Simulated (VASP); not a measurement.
# Ge in VASP: single point with PBEsol

Aim: the single point of Ge with PBEsol.

All numbers are computed with VASP 6.6.1; they aren't measurements. Logs are shortened: lines on timing, memory, paths and dates and some standing lists are left out, and cuts for length are marked.

### 1 The cell of the first run

The cell holds a slab with vacuum, 8 atoms: a = 4.013 Å, b = 4.013 Å, c = 25.650 Å, α = 90.00°, β = 90.00°, γ = 120.00°.

### 2 Single point, PBEsol

Contents of INCAR:

```
PREC     = Accurate       # precision mode
ENCUT    = 520            # plane-wave cutoff, eV
EDIFF    = 1E-6           # SCF threshold, eV
ISMEAR   = 0              # smearing method
SIGMA    = 0.1            # smearing width, eV
LREAL    = F              # projectors in reciprocal space
LASPH    = T              # aspherical terms in the spheres
NELM     = 80             # most SCF steps
ALGO     = Normal         # electronic algorithm
ISIF     = 2              # what is computed and relaxed
LWAVE    = F              # write WAVECAR
LCHARG   = T              # write CHGCAR
LDIPOL   = T            
IDIPOL   = 3            
DIPOL    = 0.5 0.5 0.500
GGA      = PS             # functional
LELF     = T              # ELF
LVHAR    = T            
LVACPOTAV= T            
NBANDS   = 66             # bands
```

Contents of KPOINTS:

```
regular mesh
0
Gamma
  9 9 1
```

Contents of POSCAR:

```
Ge
1.0
    4.0133717230      0.0000000000      0.0000000000
   -2.0066858615      3.4756818669      0.0000000000
    0.0000000000      0.0000000000     25.6499389418
Ge
8
Direct
    0.0000000000      0.0000000000      0.2916077148
    0.6666666667      0.3333333333      0.3217945574
    0.6666666667      0.3333333333      0.4198353145
    0.3333333333      0.6666666667      0.4515994088
    0.3333333333      0.6666666667      0.5484005793
    0.0000000000      0.0000000000      0.5801646725
    0.0000000000      0.0000000000      0.6782054527
    0.6666666667      0.3333333333      0.7083922999
```

Potentials or basis: VASP PAW PBE potentials, release 64 (Ge_d).

Started as:

```sh
$ cat potpaw_PBE.64/Ge_d/POTCAR > POTCAR
$ mpirun -np 1 vasp_std > vasp.out
```

OUTCAR:

```text
PREC = Accurate
   ENCUT = 520
   EDIFF = 1E-6
   ISMEAR = 0
   LREAL = F
   LASPH = T
   NELM = 80
   ISIF = 2
   GGA = PS

 ion  position               nearest neighbor table
   1  0.000  0.000  0.292-   2 2.44   2 2.44   2 2.44
   2  0.667  0.333  0.322-   1 2.44   1 2.44   1 2.44   3 2.51
   3  0.667  0.333  0.420-   4 2.46   4 2.46   4 2.46   2 2.51
   4  0.333  0.667  0.452-   3 2.46   3 2.46   3 2.46   5 2.48
   5  0.333  0.667  0.548-   6 2.46   6 2.46   6 2.46   4 2.48
   6  0.000  0.000  0.580-   5 2.46   5 2.46   5 2.46   7 2.51
   7  0.000  0.000  0.678-   8 2.44   8 2.44   8 2.44   6 2.51
   8  0.667  0.333  0.708-   7 2.44   7 2.44   7 2.44

  LATTYP: Found a hexagonal cell.
 ALAT       =     4.0133717230
 C/A-ratio  =     6.3911196650

  Lattice vectors:

 A1 = (   4.0133717230,   0.0000000000,   0.0000000000)
 A2 = (  -2.0066858615,   3.4756818669,   0.0000000000)
 A3 = (   0.0000000000,   0.0000000000,  25.6499389418)

Analysis of symmetry for initial positions (statically):
=====================================================================
 Subroutine PRICEL returns:
 Original cell was already a primitive cell.

 Routine SETGRP: Setting up the symmetry group for a
 hexagonal supercell.

 Subroutine GETGRP returns: Found 12 space group operations
 (whereof  6 operations were pure point group operations)
 out of a pool of 24 trial point group operations.

The static configuration has the point symmetry C_3v.
 The point group associated with its full space group is D_3d.

Analysis of symmetry for dynamics (positions and initial velocities):
=====================================================================
 Subroutine PRICEL returns:
 Original cell was already a primitive cell.

 Routine SETGRP: Setting up the symmetry group for a
 hexagonal supercell.

 Subroutine GETGRP returns: Found 12 space group operations
 (whereof  6 operations were pure point group operations)
 out of a pool of 24 trial point group operations.

The dynamic configuration has the point symmetry C_3v.
 The point group associated with its full space group is D_3d.

 Subroutine INISYM returns: Found 12 space group operations
 (whereof  6 operations are pure point group operations),
 and found     1 'primitive' translations

----------------------------------------------------------------------------------------

                                     Primitive cell

  volume of cell :     357.7962

  direct lattice vectors                    reciprocal lattice vectors
     4.013371723  0.000000000  0.000000000     0.249167052  0.143856664  0.000000000
    -2.006685861  3.475681867  0.000000000     0.000000000  0.287713329  0.000000000
     0.000000000  0.000000000 25.649938942     0.000000000  0.000000000  0.038986448

  length of vectors
     4.013371723  4.013371723 25.649938942     0.287713329  0.287713329  0.038986448

  position of ions in fractional coordinates (direct lattice)
     0.000000000  0.000000000  0.291607715
     0.666666667  0.333333333  0.321794557
     0.666666667  0.333333333  0.419835314
     0.333333333  0.666666667  0.451599409
     0.333333333  0.666666667  0.548400579
     0.000000000  0.000000000  0.580164672
     0.000000000  0.000000000  0.678205453
     0.666666667  0.333333333  0.708392300

  ion indices of the primitive-cell ions
   primitive index   ion index
                 1           1
                 2           2
                 3           3
                 4           4
                 5           5
                 6           6
                 7           7
                 8           8

----------------------------------------------------------------------------------------

 KPOINTS: regular mesh

Automatic generation of k-mesh.
 Grid dimensions read from file:
 generate k-points for:    9    9    1

 Generating k-lattice:

  Cartesian coordinates                     Fractional coordinates (reciprocal lattice)
     0.027685228  0.015984074  0.000000000     0.111111111 -0.000000000  0.000000000
     0.000000000  0.031968148  0.000000000     0.000000000  0.111111111  0.000000000
     0.000000000  0.000000000  0.038986448     0.000000000  0.000000000  1.000000000

  Length of vectors
     0.031968148  0.031968148  0.038986448

  Shift w.r.t. Gamma in fractional coordinates (k-lattice)
     0.000000000  0.000000000  0.000000000

 Subroutine IBZKPT returns following result:
 ===========================================

 Found     12 irreducible k-points:

 Following reciprocal coordinates:
            Coordinates               Weight
  0.000000  0.000000  0.000000      1.000000
  0.111111 -0.000000  0.000000      6.000000
  0.222222 -0.000000  0.000000      6.000000
  0.333333  0.000000  0.000000      6.000000
  0.444444 -0.000000  0.000000      6.000000
  0.111111  0.111111  0.000000      6.000000
  0.222222  0.111111  0.000000     12.000000
  0.333333  0.111111  0.000000     12.000000
  0.444444  0.111111  0.000000      6.000000
  0.222222  0.222222  0.000000      6.000000
  0.333333  0.222222  0.000000     12.000000
  0.333333  0.333333  0.000000      2.000000
   k-points           NKPTS =     12   k-points in BZ     NKDIM =     12   number of bands    NBANDS=     66
   number of dos      NEDOS =    301   number of ions     NIONS =      8
   total plane-waves  NPLWV = 172800
   dimension x,y,z NGX =    30 NGY =   30 NGZ =  192
   dimension x,y,z NGXF=    60 NGYF=   60 NGZF=  384
   ions per type =               8
   NGX,Y,Z   is equivalent  to a cutoff of  12.43, 12.43, 12.44 a.u.
   NGXF,Y,Z  is equivalent  to a cutoff of  24.85, 24.85, 24.89 a.u.
 SYSTEM =  unknown system
   PREC   = accura    normal or accurate (medium, high low for compatibility)
   ISTART =      0    job   : 0-new  1-cont  2-samecut
   ICHARG =      2    charge: 1-file 2-atom 10-const
   ISPIN  =      1    spin polarized calculation?
   LNONCOLLINEAR =      F non collinear calculations
   LSORBIT =      F    spin-orbit coupling
   LASPH  =      T    aspherical Exc in radial PAW
   ENCUT  =  520.0 eV  38.22 Ry    6.18 a.u.   7.46  7.46 47.69*2*pi/ulx,y,z
   NELM   =     80;   NELMIN=  2; NELMDL= -5     # of ELM steps
   EDIFF  = 0.1E-05   stopping-criterion for ELM
   LREAL  =      F    real-space projection
   EDIFFG = 0.1E-04   stopping-criterion for IOM
   NSW    =      0    number of steps for IOM
   IBRION =     -1    ionic relax: 0-MD 1-quasi-New 2-CG
   NFREE  =      0    steps in history (QN), initial steepest desc. (CG)
   ISIF   =      2    stress and relaxation
   ISYM   =      2    0-nonsym 1-usesym 2-fastsym
   POTIM  = 0.5000    time-step for ionic-motion
   TEBEG  =    0.0;   TEEND  =   0.0 temperature during run
   PSTRESS=    0.0 pullay stress
   NELECT =     112.0000    total number of electrons
   NUPDOWN=      -1.0000    fix difference up-down
   EMIN   =  10.00;   EMAX   =-10.00  energy-range for DOS
   EFERMI =   0.00;   METHOD = LEGACY
   ISMEAR =     0;   SIGMA  =   0.10  broadening in eV -4-tet -1-fermi 0-gaus
   EFERMI_NEDOS =   21; number of points for ismear=-14 and -15
   IALGO  =     38    algorithm
   IMIX   =      4    mixing-type and parameters
     AMIX     =   0.40;   BMIX     =  1.00
     AMIX_MAG =   1.60;   BMIX_MAG =  1.00
  volume/ion in A,a.u.               =      44.72       301.82
  Fermi-wavevector in a.u.,A,eV,Ry     =   1.111567  2.100557 16.811099  1.235581
  Thomas-Fermi vector in A             =   2.248131
   LORBIT       =      0    0 simple, 1 ext, 2 COOP (PROOUT), +10 PAW based schemes
   GGA     = PS    functional components
   LHFCALC =     F    Hartree Fock is set to
   AEXX    =    0.0000 exact exchange contribution
   IVDW    =     0    specifies the selected vdW correction
   LEPSILON=     F    determine dielectric tensor
   LRPA    =     F    only Hartree local field effects (RPA)
 non-spin polarized calculation
 Gauss-broadening in eV      SIGMA  =   0.10
  energy-cutoff  :      520.00
  volume of cell :      357.80
 maximum number of plane-waves:      9713
 NGX is ok and might be reduce to    30
   NGX = 15   NGY = 15   NGZ = 95

 dipolmoment           0.000000      0.000000     -0.000000 electrons x Angstroem

 number of electron     112.0000089 magnetization

 dipolmoment           0.000000      0.000000      0.000008 electrons x Angstroem

 Free energy of the ion-electron system (eV)
  ---------------------------------------------------
  ext. energy  EPLUGINS =         0.00000000
  ---------------------------------------------------
  free energy    TOTEN  =       -37.38453026 eV

  energy without entropy =      -37.34661643  energy(sigma->0) =      -37.36557335

 E-fermi :  -0.0375     XC(G=0):  -5.7069

 val. band max:       -0.0543230243   @ k =   0.1111   0.1111   0.0000
 cond. band min:      -0.0299147201   @ k =   0.3333   0.2222   0.0000
 fundamental gap:      0.0244083042
 Fermi energy:        -0.0375186077

 k-point     1 :       0.0000    0.0000    0.0000
  band No.  band energies     occupation
      1     -24.5890      2.00000
      2     -24.5890      2.00000
      3     -24.5787      2.00000
      4     -24.5787      2.00000
      5     -24.5610      2.00000
      6     -24.5258      2.00000
[... 58 lines left out ...]
     65       3.7296      0.00000
     66       3.9226      0.00000

 k-point     2 :       0.1111   -0.0000    0.0000
  band No.  band energies     occupation
      1     -24.5966      2.00000
      2     -24.5917      2.00000
      3     -24.5813      2.00000
      4     -24.5805      2.00000
      5     -24.5624      2.00000
      6     -24.5261      2.00000
[... 58 lines left out ...]
     65       3.7918      0.00000
     66       4.0016      0.00000

 k-point     3 :       0.2222   -0.0000    0.0000
  band No.  band energies     occupation
      1     -24.6064      2.00000
      2     -24.5960      2.00000
      3     -24.5865      2.00000
      4     -24.5820      2.00000
      5     -24.5691      2.00000
      6     -24.5293      2.00000
[... 610 lines left out ...]
     65       4.8244      0.00000
     66       4.8576      0.00000

 k-point    12 :       0.3333    0.3333    0.0000
  band No.  band energies     occupation
      1     -24.6136      2.00000
      2     -24.6136      2.00000
      3     -24.6107      2.00000
      4     -24.5772      2.00000
      5     -24.5771      2.00000
      6     -24.5221      2.00000
[... 58 lines left out ...]
     65       6.0477      0.00000
     66       6.0593      0.00000

------------------------ aborting loop because EDIFF is reached ----------------------------------------

  FORCE on cell =-STRESS in cart. coord.  units (eV):
  Direction    XX          YY          ZZ          XY          YZ          ZX
  --------------------------------------------------------------------------------------
  -------------------------------------------------------------------------------------
  Total        0.0347302      0.0347302     -0.0356809      0.0000000      0.0000000      0.0000000
  in kB        0.1555184      0.1555184     -0.1597756      0.0000000      0.0000000      0.0000000
  external PRESSURE =       0.0504204 kB  Pullay stress =       0.0000000 kB

 VOLUME and BASIS-vectors are now :
 -----------------------------------------------------------------------------
  energy-cutoff  :      520.00
  volume of cell :      357.80
      direct lattice vectors                 reciprocal lattice vectors
     4.013371723  0.000000000  0.000000000     0.249167052  0.143856664  0.000000000
    -2.006685861  3.475681867  0.000000000     0.000000000  0.287713329  0.000000000
     0.000000000  0.000000000 25.649938942     0.000000000  0.000000000  0.038986448

 POSITION                                       TOTAL-FORCE (eV/Angst)
 -----------------------------------------------------------------------------------
      0.00000      0.00000      7.47972        -0.000000      0.000000     -0.002009
      2.00669      1.15856      8.25401        -0.000000      0.000000      0.003692
      2.00669      1.15856     10.76875         0.000000     -0.000000     -0.001374
     -0.00000      2.31712     11.58350        -0.000000      0.000000     -0.012123
     -0.00000      2.31712     14.06644         0.000000     -0.000000      0.012123
      0.00000      0.00000     14.88119        -0.000000      0.000000      0.001374
      0.00000      0.00000     17.39593         0.000000      0.000000     -0.003692
      2.00669      1.15856     18.17022         0.000000     -0.000000      0.002009
 -----------------------------------------------------------------------------------
    total drift:                               -0.000000      0.000000      0.001749

  FREE ENERGIE OF THE ION-ELECTRON SYSTEM (eV)
  ---------------------------------------------------
  free  energy   TOTEN  =       -37.3845302588 eV

  energy  without entropy=      -37.3466164330  energy(sigma->0) =      -37.36557335

 vacuum level on the upper side and lower side of the slab         4.672         4.672
```

Run time: 4.4 min. Hardware: 1 thread of Intel Xeon 6975P-C (Granite Rapids), shared host; peak memory 0.52 GiB.

What came out:

- Free energy: -37.3845 eV
- Largest force: 0.012 eV/Å
- Band gap on the k mesh: zero (band 56 reaches 0.08 eV, above the bottom of band 57 at -0.15 eV)

Forces in eV/Å, atoms in the order of the input:
```
Ge   0.000  0.000 -0.002
Ge   0.000  0.000  0.004
Ge   0.000  0.000 -0.001
Ge   0.000  0.000 -0.012
Ge   0.000  0.000  0.012
Ge   0.000  0.000  0.001
Ge   0.000  0.000 -0.004
Ge   0.000  0.000  0.002
```

Caveat: the PAW data sets were made with another functional, which shifts forces and pressure a little.
